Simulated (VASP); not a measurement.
# GaSb (m.bA) (F-43m) in VASP: single point with PBE

Aim: the single point of GaSb (m.bA) with PBE.

Everything below comes from runs of VASP 6.6.1. Logs are shortened: lines on timing, memory, paths and dates and some standing lists are left out, and cuts for length are marked.

### 1 The cell of the first run

The structure is cubic, space group F-43m (No. 216). Conventional cell: a = 6.214 Å, b = 6.214 Å, c = 6.214 Å, α = 90.00°, β = 90.00°, γ = 90.00°. Within 3.5 Å of Ga (site symmetry -43m) lie 4 Sb at 2.69 Å. Sb (site symmetry -43m) has 4 Ga at 2.69 Å within 3.5 Å.

### 2 Single point, PBE

INCAR

```
PREC     = Accurate       # precision mode
ENCUT    = 500            # plane-wave cutoff, eV
EDIFF    = 1E-6           # SCF threshold, eV
ISMEAR   = 0              # smearing method
SIGMA    = 0.1            # smearing width, eV
LREAL    = False          # projectors in reciprocal space
LASPH    = True           # aspherical terms in the spheres
NELM     = 120            # most SCF steps
ALGO     = Normal         # electronic algorithm
ISIF     = 2              # what is computed and relaxed
LWAVE    = False          # write WAVECAR
LCHARG   = False          # write CHGCAR
GGA      = PE             # functional
NBANDS   = 16             # bands
GGA_COMPAT= False
```

KPOINTS

```
Automatic mesh
0
Gamma
  12 12 12
```

POSCAR

```
GaSb
1.0
    0.0000000000      3.1071657089      3.1071657089
    3.1071657089      0.0000000000      3.1071657089
    3.1071657089      3.1071657089      0.0000000000
Ga Sb
1 1
Direct
    0.0000000000      0.0000000000      0.0000000000
    0.2500000000      0.2500000000      0.2500000000
```

Potentials or basis: VASP PAW PBE potentials, release 64 (Ga_d, Sb).

Started as:

```sh
> cat potpaw_PBE.64/Ga_d/POTCAR potpaw_PBE.64/Sb/POTCAR > POTCAR
> mpirun -np 1 vasp_std > vasp.out
```

OUTCAR:

```text
PREC = Accurate
   ENCUT = 500
   EDIFF = 1E-6
   ISMEAR = 0
   LREAL = False
   LASPH = True
   NELM = 120
   ISIF = 2
   GGA = PE

 ion  position               nearest neighbor table
   1  0.000  0.000  0.000-   2 2.69   2 2.69   2 2.69   2 2.69
   2  0.250  0.250  0.250-   1 2.69   1 2.69   1 2.69   1 2.69

  LATTYP: Found a face centered cubic cell.
 ALAT       =     6.2143314178

  Lattice vectors:

 A1 = (   0.0000000000,   3.1071657089,   3.1071657089)
 A2 = (   3.1071657089,   0.0000000000,   3.1071657089)
 A3 = (   3.1071657089,   3.1071657089,   0.0000000000)

Analysis of symmetry for initial positions (statically):
=====================================================================
 Subroutine PRICEL returns:
 Original cell was already a primitive cell.

 Routine SETGRP: Setting up the symmetry group for a
 face centered cubic supercell.

 Subroutine GETGRP returns: Found 24 space group operations
 (whereof 24 operations were pure point group operations)
 out of a pool of 48 trial point group operations.

The static configuration has the point symmetry T_d .

Analysis of symmetry for dynamics (positions and initial velocities):
=====================================================================
 Subroutine PRICEL returns:
 Original cell was already a primitive cell.

 Routine SETGRP: Setting up the symmetry group for a
 face centered cubic supercell.

 Subroutine GETGRP returns: Found 24 space group operations
 (whereof 24 operations were pure point group operations)
 out of a pool of 48 trial point group operations.

The dynamic configuration has the point symmetry T_d .

 Subroutine INISYM returns: Found 24 space group operations
 (whereof 24 operations are pure point group operations),
 and found     1 'primitive' translations

----------------------------------------------------------------------------------------

                                     Primitive cell

  volume of cell :      59.9961

  direct lattice vectors                    reciprocal lattice vectors
     0.000000000  3.107165709  3.107165709    -0.160918357  0.160918357  0.160918357
     3.107165709  0.000000000  3.107165709     0.160918357 -0.160918357  0.160918357
     3.107165709  3.107165709  0.000000000     0.160918357  0.160918357 -0.160918357

  length of vectors
     4.394195886  4.394195886  4.394195886     0.278718770  0.278718770  0.278718770

  position of ions in fractional coordinates (direct lattice)
     0.000000000  0.000000000  0.000000000
     0.250000000  0.250000000  0.250000000

  ion indices of the primitive-cell ions
   primitive index   ion index
                 1           1
                 2           2

----------------------------------------------------------------------------------------

 KPOINTS: Automatic mesh

Automatic generation of k-mesh.
 Grid dimensions read from file:
 generate k-points for:   12   12   12

 Generating k-lattice:

  Cartesian coordinates                     Fractional coordinates (reciprocal lattice)
    -0.013409863  0.013409863  0.013409863     0.083333333  0.000000000  0.000000000
     0.013409863 -0.013409863  0.013409863     0.000000000  0.083333333  0.000000000
     0.013409863  0.013409863 -0.013409863     0.000000000  0.000000000  0.083333333

  Length of vectors
     0.023226564  0.023226564  0.023226564

  Shift w.r.t. Gamma in fractional coordinates (k-lattice)
     0.000000000  0.000000000  0.000000000

 Subroutine IBZKPT returns following result:
 ===========================================

 Found     72 irreducible k-points:

 Following reciprocal coordinates:
            Coordinates               Weight
  0.000000  0.000000  0.000000      1.000000
  0.083333  0.000000  0.000000      8.000000
  0.166667  0.000000  0.000000      8.000000
  0.250000  0.000000  0.000000      8.000000
  0.333333  0.000000  0.000000      8.000000
  0.416667  0.000000  0.000000      8.000000
[... 16 lines left out ...]
  0.500000  0.166667  0.000000     24.000000
 -0.416667  0.166667  0.000000     24.000000
 [... further k-points ...]
   k-points           NKPTS =     72   k-points in BZ     NKDIM =     72   number of bands    NBANDS=     16
   number of dos      NEDOS =    301   number of ions     NIONS =      2
   total plane-waves  NPLWV =  32768
   dimension x,y,z NGX =    32 NGY =   32 NGZ =   32
   dimension x,y,z NGXF=    64 NGYF=   64 NGZF=   64
   ions per type =               1   1
   NGX,Y,Z   is equivalent  to a cutoff of  12.11, 12.11, 12.11 a.u.
   NGXF,Y,Z  is equivalent  to a cutoff of  24.21, 24.21, 24.21 a.u.
 SYSTEM =  unknown system
   PREC   = accura    normal or accurate (medium, high low for compatibility)
   ISTART =      0    job   : 0-new  1-cont  2-samecut
   ICHARG =      2    charge: 1-file 2-atom 10-const
   ISPIN  =      1    spin polarized calculation?
   LNONCOLLINEAR =      F non collinear calculations
   LSORBIT =      F    spin-orbit coupling
   LASPH  =      T    aspherical Exc in radial PAW
   ENCUT  =  500.0 eV  36.75 Ry    6.06 a.u.   8.01  8.01  8.01*2*pi/ulx,y,z
   NELM   =    120;   NELMIN=  2; NELMDL= -5     # of ELM steps
   EDIFF  = 0.1E-05   stopping-criterion for ELM
   LREAL  =      F    real-space projection
   EDIFFG = 0.1E-04   stopping-criterion for IOM
   NSW    =      0    number of steps for IOM
   IBRION =     -1    ionic relax: 0-MD 1-quasi-New 2-CG
   NFREE  =      0    steps in history (QN), initial steepest desc. (CG)
   ISIF   =      2    stress and relaxation
   ISYM   =      2    0-nonsym 1-usesym 2-fastsym
   POTIM  = 0.5000    time-step for ionic-motion
   TEBEG  =    0.0;   TEEND  =   0.0 temperature during run
   PSTRESS=    0.0 pullay stress
   NELECT =      18.0000    total number of electrons
   NUPDOWN=      -1.0000    fix difference up-down
   EMIN   =  10.00;   EMAX   =-10.00  energy-range for DOS
   EFERMI =   0.00;   METHOD = LEGACY
   ISMEAR =     0;   SIGMA  =   0.10  broadening in eV -4-tet -1-fermi 0-gaus
   EFERMI_NEDOS =   21; number of points for ismear=-14 and -15
   IALGO  =     38    algorithm
   IMIX   =      4    mixing-type and parameters
     AMIX     =   0.40;   BMIX     =  1.00
     AMIX_MAG =   1.60;   BMIX_MAG =  1.00
  volume/ion in A,a.u.               =      30.00       202.44
  Fermi-wavevector in a.u.,A,eV,Ry     =   1.095951  2.071048 16.342083  1.201109
  Thomas-Fermi vector in A             =   2.232284
   LORBIT       =      0    0 simple, 1 ext, 2 COOP (PROOUT), +10 PAW based schemes
   GGA     = PE    functional components
   LHFCALC =     F    Hartree Fock is set to
   AEXX    =    0.0000 exact exchange contribution
   IVDW    =     0    specifies the selected vdW correction
   LEPSILON=     F    determine dielectric tensor
   LRPA    =     F    only Hartree local field effects (RPA)
 non-spin polarized calculation
 Gauss-broadening in eV      SIGMA  =   0.10
  energy-cutoff  :      500.00
  volume of cell :       60.00
 maximum number of plane-waves:      1546
   NGX = 17   NGY = 17   NGZ = 17

 number of electron      18.0000015 magnetization

 Free energy of the ion-electron system (eV)
  ---------------------------------------------------
  ext. energy  EPLUGINS =         0.00000000
  ---------------------------------------------------
  free energy    TOTEN  =        -7.37301668 eV

  energy without entropy =       -7.37287981  energy(sigma->0) =       -7.37294824

 E-fermi :   4.4514     XC(G=0):  -8.8863

 val. band max:        4.4018655600   @ k =   0.0000   0.0000   0.0000
 cond. band min:       4.7120699210   @ k =   0.5000   0.0000   0.0000
 fundamental gap:      0.3102043609
 Fermi energy:         4.4513798942

 k-point     1 :       0.0000    0.0000    0.0000
  band No.  band energies     occupation
      1     -10.5455      2.00000
      2     -10.5455      2.00000
      3     -10.5455      2.00000
      4     -10.5025      2.00000
      5     -10.5025      2.00000
      6      -6.7583      2.00000
[... 8 lines left out ...]
     15      12.9051      0.00000
     16      12.9051      0.00000

 k-point     2 :       0.0833    0.0000    0.0000
  band No.  band energies     occupation
      1     -10.5470      2.00000
      2     -10.5448      2.00000
      3     -10.5448      2.00000
      4     -10.5026      2.00000
      5     -10.5026      2.00000
      6      -6.6909      2.00000
[... 8 lines left out ...]
     15      12.4294      0.00000
     16      12.4294      0.00000

 k-point     3 :       0.1667    0.0000    0.0000
  band No.  band energies     occupation
      1     -10.5512      2.00000
      2     -10.5429      2.00000
      3     -10.5429      2.00000
      4     -10.5028      2.00000
      5     -10.5028      2.00000
      6      -6.4929      2.00000
[... 8 lines left out ...]
     15      11.9758      0.00000
     16      11.9758      0.00000

 k-point     4 :       0.2500    0.0000    0.0000
  band No.  band energies     occupation
      1     -10.5569      2.00000
      2     -10.5405      2.00000
      3     -10.5405      2.00000
      4     -10.5028      2.00000
      5     -10.5028      2.00000
      6      -6.1801      2.00000
[... 8 lines left out ...]
     15      11.9474      0.00000
     16      11.9474      0.00000
[... 324 lines left out ...]
 k-point    22 :       0.4167    0.1667    0.0000
  band No.  band energies     occupation
      1     -10.5688      2.00000
      2     -10.5351      2.00000
      3     -10.5339      2.00000
      4     -10.5056      2.00000
      5     -10.5012      2.00000
      6      -5.4404      2.00000
[... 8 lines left out ...]
     15      13.3400      0.00000
     16      14.1315      0.00000

 k-point    23 :       0.5000    0.1667    0.0000
  band No.  band energies     occupation
      1     -10.5708      2.00000
      2     -10.5345      2.00000
      3     -10.5333      2.00000
      4     -10.5047      2.00000
      5     -10.5017      2.00000
      6      -5.1233      2.00000
[... 8 lines left out ...]
     15      13.9583      0.00000
     16      14.1832      0.00000

 k-point    24 :      -0.4167    0.1667    0.0000
  band No.  band energies     occupation
      1     -10.5706      2.00000
      2     -10.5345      2.00000
      3     -10.5337      2.00000
      4     -10.5038      2.00000
      5     -10.5025      2.00000
      6      -5.0719      2.00000
[... 8 lines left out ...]
     15      12.9852      0.00000
     16      13.4297      0.00000

 [... further k-points ...]

------------------------ aborting loop because EDIFF is reached ----------------------------------------

  FORCE on cell =-STRESS in cart. coord.  units (eV):
  Direction    XX          YY          ZZ          XY          YZ          ZX
  --------------------------------------------------------------------------------------
  -------------------------------------------------------------------------------------
  Total        0.0210205      0.0210205      0.0210205      0.0000000     -0.0000000      0.0000000
  in kB        0.5613456      0.5613456      0.5613456      0.0000000     -0.0000000      0.0000000
  external PRESSURE =       0.5613456 kB  Pullay stress =       0.0000000 kB

 VOLUME and BASIS-vectors are now :
 -----------------------------------------------------------------------------
  energy-cutoff  :      500.00
  volume of cell :       60.00
      direct lattice vectors                 reciprocal lattice vectors
     0.000000000  3.107165709  3.107165709    -0.160918357  0.160918357  0.160918357
     3.107165709  0.000000000  3.107165709     0.160918357 -0.160918357  0.160918357
     3.107165709  3.107165709  0.000000000     0.160918357  0.160918357 -0.160918357

 POSITION                                       TOTAL-FORCE (eV/Angst)
 -----------------------------------------------------------------------------------
      0.00000      0.00000      0.00000        -0.000000     -0.000000     -0.000000
      1.55358      1.55358      1.55358         0.000000      0.000000      0.000000
 -----------------------------------------------------------------------------------
    total drift:                                0.000001      0.000001      0.000001

  FREE ENERGIE OF THE ION-ELECTRON SYSTEM (eV)
  ---------------------------------------------------
  free  energy   TOTEN  =        -7.3730166789 eV

  energy  without entropy=       -7.3728798089  energy(sigma->0) =       -7.37294824
```

Wall time 34 s (1 thread of Intel Xeon Platinum 8375C at 2.90GHz (Ice Lake), shared host); peak memory 0.22 GiB.

Results:

- Free energy: -7.3730 eV
- Pressure: 0.1 GPa
- Band gap on the k mesh: zero (filled and empty bands touch)

Levels at points of the mesh, in eV from the Fermi level:
| k point | band 7 | band 8 | band 9 | band 10 | band 11 | band 12 |
| --- | --- | --- | --- | --- | --- | --- |
| (0.00, 0.00, 0.00) | -0.34 | -0.05 | -0.05 | -0.05 | 2.74 | 2.74 |
| (0.50, 0.00, 0.00) | -6.19 | -1.13 | -1.13 | 0.26 | 3.70 | 3.70 |
| (0.50, 0.50, 0.00) | -6.65 | -2.46 | -2.46 | 0.90 | 1.29 | 8.33 |

Caveat: spin-orbit coupling is left out, which moves the levels of the heavy elements.
